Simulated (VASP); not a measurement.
# CdTe (rocksalt type) (Fm-3m) in VASP: a series of runs

The runs below take CdTe (rocksalt type) through single point, with LDA.

Everything below comes from runs of VASP 6.6.1. Logs are shortened: lines on timing, memory, paths and dates and some standing lists are left out, and cuts for length are marked.

### 1 The cell of the first run

The structure is cubic, space group Fm-3m (No. 225). Conventional cell: a = 5.506 Å, b = 5.506 Å, c = 5.506 Å, α = 90.00°, β = 90.00°, γ = 90.00°. Cd (site symmetry m-3m) has 6 Te at 2.75 Å within 3.6 Å. Within 3.6 Å of Te (site symmetry m-3m) lie 6 Cd at 2.75 Å.

### 2 Single point, LDA (20.87 Å³/atom)

Contents of INCAR:

```
PREC = Accurate
ENCUT = 520
EDIFF = 1E-6
ISMEAR = -1
SIGMA = 0.05
LREAL = F
LASPH = T
NELM = 100
ALGO = Normal
ISIF = 2
LWAVE = F
LCHARG = T
GGA = CA
LELF = T
LVHAR = T
NBANDS = 16
```

Contents of KPOINTS:

```
Automatic mesh
0
Gamma
  13 13 13
```

Contents of POSCAR:

```
CdTe
1.0
    0.0000000000      2.7529996036      2.7529996036
    2.7529996036      0.0000000000      2.7529996036
    2.7529996036      2.7529996036      0.0000000000
Cd Te
1 1
Direct
    0.0000000000      0.0000000000      0.0000000000
    0.5000000000      0.5000000000      0.5000000000
```

Potentials or basis: VASP PAW LDA potentials, release 64 (Cd, Te).

On the command line:

```sh
$ cat potpaw_LDA.64/Cd/POTCAR potpaw_LDA.64/Te/POTCAR > POTCAR
$ mpirun -np 1 vasp_std > vasp.out
```

OUTCAR:

```text
PREC = Accurate
   ENCUT = 520
   EDIFF = 1E-6
   ISMEAR = -1
   LREAL = F
   LASPH = T
   NELM = 100
   ISIF = 2
   GGA = CA

 ion  position               nearest neighbor table
   1  0.000  0.000  0.000-   2 2.75   2 2.75   2 2.75   2 2.75   2 2.75   2 2.75
   2  0.500  0.500  0.500-   1 2.75   1 2.75   1 2.75   1 2.75   1 2.75   1 2.75

  LATTYP: Found a face centered cubic cell.
 ALAT       =     5.5059992072

  Lattice vectors:

 A1 = (   0.0000000000,   2.7529996036,   2.7529996036)
 A2 = (   2.7529996036,   0.0000000000,   2.7529996036)
 A3 = (   2.7529996036,   2.7529996036,   0.0000000000)

Analysis of symmetry for initial positions (statically):
=====================================================================
 Subroutine PRICEL returns:
 Original cell was already a primitive cell.

 Routine SETGRP: Setting up the symmetry group for a
 face centered cubic supercell.

 Subroutine GETGRP returns: Found 48 space group operations
 (whereof 48 operations were pure point group operations)
 out of a pool of 48 trial point group operations.

The static configuration has the point symmetry O_h .

Analysis of symmetry for dynamics (positions and initial velocities):
=====================================================================
 Subroutine PRICEL returns:
 Original cell was already a primitive cell.

 Routine SETGRP: Setting up the symmetry group for a
 face centered cubic supercell.

 Subroutine GETGRP returns: Found 48 space group operations
 (whereof 48 operations were pure point group operations)
 out of a pool of 48 trial point group operations.

The dynamic configuration has the point symmetry O_h .

 Subroutine INISYM returns: Found 48 space group operations
 (whereof 48 operations are pure point group operations),
 and found     1 'primitive' translations

----------------------------------------------------------------------------------------

                                     Primitive cell

  volume of cell :      41.7300

  direct lattice vectors                    reciprocal lattice vectors
     0.000000000  2.752999604  2.752999604    -0.181620077  0.181620077  0.181620077
     2.752999604  0.000000000  2.752999604     0.181620077 -0.181620077  0.181620077
     2.752999604  2.752999604  0.000000000     0.181620077  0.181620077 -0.181620077

  length of vectors
     3.893329377  3.893329377  3.893329377     0.314575201  0.314575201  0.314575201

  position of ions in fractional coordinates (direct lattice)
     0.000000000  0.000000000  0.000000000
     0.500000000  0.500000000  0.500000000

  ion indices of the primitive-cell ions
   primitive index   ion index
                 1           1
                 2           2

----------------------------------------------------------------------------------------

 KPOINTS: Automatic mesh

Automatic generation of k-mesh.
 Grid dimensions read from file:
 generate k-points for:   13   13   13

 Generating k-lattice:

  Cartesian coordinates                     Fractional coordinates (reciprocal lattice)
    -0.013970775  0.013970775  0.013970775     0.076923077  0.000000000  0.000000000
     0.013970775 -0.013970775  0.013970775     0.000000000  0.076923077  0.000000000
     0.013970775  0.013970775 -0.013970775     0.000000000  0.000000000  0.076923077

  Length of vectors
     0.024198092  0.024198092  0.024198092

  Shift w.r.t. Gamma in fractional coordinates (k-lattice)
     0.000000000  0.000000000  0.000000000

 Subroutine IBZKPT returns following result:
 ===========================================

 Found     84 irreducible k-points:

 Following reciprocal coordinates:
            Coordinates               Weight
  0.000000  0.000000  0.000000      1.000000
  0.076923  0.000000  0.000000      8.000000
  0.153846  0.000000  0.000000      8.000000
  0.230769  0.000000  0.000000      8.000000
  0.307692  0.000000  0.000000      8.000000
  0.384615  0.000000  0.000000      8.000000
[... 16 lines left out ...]
  0.384615  0.153846  0.000000     24.000000
  0.461538  0.153846  0.000000     24.000000
 [... further k-points ...]
   k-points           NKPTS =     84   k-points in BZ     NKDIM =     84   number of bands    NBANDS=     16
   number of dos      NEDOS =    301   number of ions     NIONS =      2
   total plane-waves  NPLWV =  27000
   dimension x,y,z NGX =    30 NGY =   30 NGZ =   30
   dimension x,y,z NGXF=    60 NGYF=   60 NGZF=   60
   ions per type =               1   1
   NGX,Y,Z   is equivalent  to a cutoff of  12.81, 12.81, 12.81 a.u.
   NGXF,Y,Z  is equivalent  to a cutoff of  25.62, 25.62, 25.62 a.u.
 SYSTEM =  unknown system
   PREC   = accura    normal or accurate (medium, high low for compatibility)
   ISTART =      0    job   : 0-new  1-cont  2-samecut
   ICHARG =      2    charge: 1-file 2-atom 10-const
   ISPIN  =      1    spin polarized calculation?
   LNONCOLLINEAR =      F non collinear calculations
   LSORBIT =      F    spin-orbit coupling
   LASPH  =      T    aspherical Exc in radial PAW
   ENCUT  =  520.0 eV  38.22 Ry    6.18 a.u.   7.24  7.24  7.24*2*pi/ulx,y,z
   NELM   =    100;   NELMIN=  2; NELMDL= -5     # of ELM steps
   EDIFF  = 0.1E-05   stopping-criterion for ELM
   LREAL  =      F    real-space projection
   EDIFFG = 0.1E-04   stopping-criterion for IOM
   NSW    =      0    number of steps for IOM
   IBRION =     -1    ionic relax: 0-MD 1-quasi-New 2-CG
   NFREE  =      0    steps in history (QN), initial steepest desc. (CG)
   ISIF   =      2    stress and relaxation
   ISYM   =      2    0-nonsym 1-usesym 2-fastsym
   POTIM  = 0.5000    time-step for ionic-motion
   TEBEG  =    0.0;   TEEND  =   0.0 temperature during run
   PSTRESS=    0.0 pullay stress
   NELECT =      18.0000    total number of electrons
   NUPDOWN=      -1.0000    fix difference up-down
   EMIN   =  10.00;   EMAX   =-10.00  energy-range for DOS
   EFERMI =   0.00;   METHOD = LEGACY
   ISMEAR =    -1;   SIGMA  =   0.05  broadening in eV -4-tet -1-fermi 0-gaus
   EFERMI_NEDOS =   21; number of points for ismear=-14 and -15
   IALGO  =     38    algorithm
   IMIX   =      4    mixing-type and parameters
     AMIX     =   0.40;   BMIX     =  1.00
     AMIX_MAG =   1.60;   BMIX_MAG =  1.00
  volume/ion in A,a.u.               =      20.87       140.80
  Fermi-wavevector in a.u.,A,eV,Ry     =   1.236943  2.337482 20.817278  1.530027
  Thomas-Fermi vector in A             =   2.371530
   LORBIT       =      0    0 simple, 1 ext, 2 COOP (PROOUT), +10 PAW based schemes
   GGA     = CA    functional components
   LHFCALC =     F    Hartree Fock is set to
   AEXX    =    0.0000 exact exchange contribution
   IVDW    =     0    specifies the selected vdW correction
   LEPSILON=     F    determine dielectric tensor
   LRPA    =     F    only Hartree local field effects (RPA)
 non-spin polarized calculation
  energy-cutoff  :      520.00
  volume of cell :       41.73
 maximum number of plane-waves:      1139
 NGX is ok and might be reduce to    30
   NGX = 15   NGY = 15   NGZ = 15

 number of electron      18.0000007 magnetization

 Free energy of the ion-electron system (eV)
  ---------------------------------------------------
  ext. energy  EPLUGINS =         0.00000000
  ---------------------------------------------------
  free energy    TOTEN  =        -5.16175436 eV

  energy without entropy =       -5.15742703  energy(sigma->0) =       -5.15959069

 E-fermi :   7.5601     XC(G=0): -11.4778

 val. band max:        7.5545246847   @ k =  -0.2308   0.2308   0.0000
 cond. band min:       7.5992406139   @ k =  -0.2308   0.0769   0.0000
 fundamental gap:      0.0447159291
 Fermi energy:         7.5600980742

 k-point     1 :       0.0000    0.0000    0.0000
  band No.  band energies     occupation
      1      -6.5358      2.00000
      2      -1.8094      2.00000
      3      -1.8094      2.00000
      4      -1.7547      2.00000
      5      -1.7547      2.00000
      6      -1.7547      2.00000
[... 8 lines left out ...]
     15      15.9919      0.00000
     16      15.9919      0.00000

 k-point     2 :       0.0769    0.0000    0.0000
  band No.  band energies     occupation
      1      -6.4588      2.00000
      2      -1.8306      2.00000
      3      -1.8306      2.00000
      4      -1.7630      2.00000
      5      -1.7459      2.00000
      6      -1.7459      2.00000
[... 8 lines left out ...]
     15      15.6054      0.00000
     16      15.6054      0.00000

 k-point     3 :       0.1538    0.0000    0.0000
  band No.  band energies     occupation
      1      -6.2317      2.00000
      2      -1.8942      2.00000
      3      -1.8942      2.00000
      4      -1.7888      2.00000
      5      -1.7152      2.00000
      6      -1.7152      2.00000
[... 8 lines left out ...]
     15      15.6322      0.00000
     16      15.6322      0.00000

 k-point     4 :       0.2308    0.0000    0.0000
  band No.  band energies     occupation
      1      -5.8688      2.00000
      2      -1.9838      2.00000
      3      -1.9838      2.00000
      4      -1.8362      2.00000
      5      -1.6690      2.00000
      6      -1.6690      2.00000
[... 8 lines left out ...]
     15      16.2128      0.00000
     16      16.2128      0.00000

 k-point     5 :       0.3077    0.0000    0.0000
  band No.  band energies     occupation
      1      -5.4020      2.00000
      2      -2.0767      2.00000
      3      -2.0767      2.00000
      4      -1.9156      2.00000
      5      -1.6186      2.00000
      6      -1.6186      2.00000
[... 8 lines left out ...]
     15      17.0678      0.00000
     16      17.0678      0.00000

 k-point     6 :       0.3846    0.0000    0.0000
  band No.  band energies     occupation
      1      -4.9034      2.00000
      2      -2.1517      2.00000
      3      -2.1517      2.00000
      4      -2.0401      2.00000
      5      -1.5761      2.00000
      6      -1.5761      2.00000
[... 8 lines left out ...]
     15      18.1178      0.00000
     16      18.1178      0.00000

 k-point     7 :       0.4615    0.0000    0.0000
  band No.  band energies     occupation
      1      -4.5347      2.00000
      2      -2.1932      2.00000
      3      -2.1932      2.00000
      4      -2.1738      2.00000
      5      -1.5518      2.00000
      6      -1.5518      2.00000
[... 8 lines left out ...]
     15      19.1834      0.00000
     16      19.1834      0.00000

 k-point     8 :       0.0769    0.0769    0.0000
  band No.  band energies     occupation
      1      -6.4341      2.00000
      2      -1.8658      2.00000
      3      -1.8027      2.00000
      4      -1.7655      2.00000
      5      -1.7450      2.00000
      6      -1.7450      2.00000
[... 8 lines left out ...]
     15      16.2401      0.00000
     16      16.4875      0.00000

 k-point     9 :       0.1538    0.0769    0.0000
  band No.  band energies     occupation
      1      -6.2604      2.00000
      2      -1.9326      2.00000
      3      -1.8279      2.00000
      4      -1.7830      2.00000
      5      -1.7266      2.00000
      6      -1.7166      2.00000
[... 8 lines left out ...]
     15      16.2678      0.00000
     16      16.5683      0.00000
[... 172 lines left out ...]
 k-point    19 :      -0.0769    0.0769    0.0000
  band No.  band energies     occupation
      1      -6.3328      2.00000
      2      -1.8876      2.00000
      3      -1.8445      2.00000
      4      -1.7747      2.00000
      5      -1.7361      2.00000
      6      -1.7225      2.00000
[... 8 lines left out ...]
     15      16.0468      0.00000
     16      16.0762      0.00000

 k-point    20 :       0.1538    0.1538    0.0000
  band No.  band energies     occupation
      1      -6.1483      2.00000
      2      -1.9930      2.00000
      3      -1.7953      2.00000
      4      -1.7839      2.00000
      5      -1.7139      2.00000
      6      -1.7139      2.00000
[... 8 lines left out ...]
     15      17.6089      0.00000
     16      17.6089      0.00000

 k-point    21 :       0.2308    0.1538    0.0000
  band No.  band energies     occupation
      1      -5.9054      2.00000
      2      -2.0538      2.00000
      3      -1.8174      2.00000
      4      -1.8132      2.00000
      5      -1.6852      2.00000
      6      -1.6675      2.00000
[... 8 lines left out ...]
     15      17.6207      0.00000
     16      17.8093      0.00000

 k-point    22 :       0.3077    0.1538    0.0000
  band No.  band energies     occupation
      1      -5.5570      2.00000
      2      -2.0955      2.00000
      3      -1.8879      2.00000
      4      -1.8456      2.00000
      5      -1.6415      2.00000
      6      -1.6083      2.00000
[... 8 lines left out ...]
     15      17.8475      0.00000
     16      18.2685      0.00000

 k-point    23 :       0.3846    0.1538    0.0000
  band No.  band energies     occupation
      1      -5.1532      2.00000
      2      -2.1000      2.00000
      3      -1.9785      2.00000
      4      -1.8814      2.00000
      5      -1.5844      2.00000
      6      -1.5611      2.00000
[... 8 lines left out ...]
     15      18.8886      0.00000
     16      19.1071      0.00000

 k-point    24 :       0.4615    0.1538    0.0000
  band No.  band energies     occupation
      1      -4.7850      2.00000
      2      -2.0683      2.00000
      3      -2.0643      2.00000
      4      -1.9235      2.00000
      5      -1.5358      2.00000
      6      -1.5199      2.00000
[... 8 lines left out ...]
     15      19.8205      0.00000
     16      20.1183      0.00000

 [... further k-points ...]
[... 5 lines left out ...]
  --------------------------------------------------------------------------------------
  -------------------------------------------------------------------------------------
  Total        6.5180993      6.5180993      6.5180993      0.0000000      0.0000000     -0.0000000
  in kB      250.2552000    250.2552000    250.2552000      0.0000000      0.0000000     -0.0000000
  external PRESSURE =     250.2552000 kB  Pullay stress =       0.0000000 kB

 VOLUME and BASIS-vectors are now :
 -----------------------------------------------------------------------------
  energy-cutoff  :      520.00
  volume of cell :       41.73
      direct lattice vectors                 reciprocal lattice vectors
     0.000000000  2.752999604  2.752999604    -0.181620077  0.181620077  0.181620077
     2.752999604  0.000000000  2.752999604     0.181620077 -0.181620077  0.181620077
     2.752999604  2.752999604  0.000000000     0.181620077  0.181620077 -0.181620077

 POSITION                                       TOTAL-FORCE (eV/Angst)
 -----------------------------------------------------------------------------------
      0.00000      0.00000      0.00000         0.000000     -0.000000      0.000000
      2.75300      2.75300      2.75300        -0.000000      0.000000     -0.000000
 -----------------------------------------------------------------------------------
    total drift:                               -0.000000      0.000000      0.000000

  FREE ENERGIE OF THE ION-ELECTRON SYSTEM (eV)
  ---------------------------------------------------
  free  energy   TOTEN  =        -5.1617543607 eV

  energy  without entropy=       -5.1574270267  energy(sigma->0) =       -5.15959069
```

Run time: 80 s. Hardware: 1 thread of Intel Xeon 8259CL, shared host; peak memory 0.19 GiB.

Results:

| Item | Value |
| --- | --- |
| Free energy | -5.1618 eV |
| Pressure | 25.0 GPa |
| Band gap on the k mesh | zero (bands 9 and 10 overlap by 1.82 eV) |

Levels at points of the mesh, in eV from the Fermi level:
| k point | band 6 | band 7 | band 8 | band 9 | band 10 | band 11 | band 12 | band 13 |
| --- | --- | --- | --- | --- | --- | --- | --- | --- |
| (0.00, 0.00, 0.00) | -9.31 | -0.85 | -0.85 | -0.85 | 2.10 | 7.20 | 7.20 | 7.20 |

Caveat: the cell stands under pressure; spin-orbit coupling is left out, which moves the levels of the heavy elements.

(Part 1 of 2 ends here.)
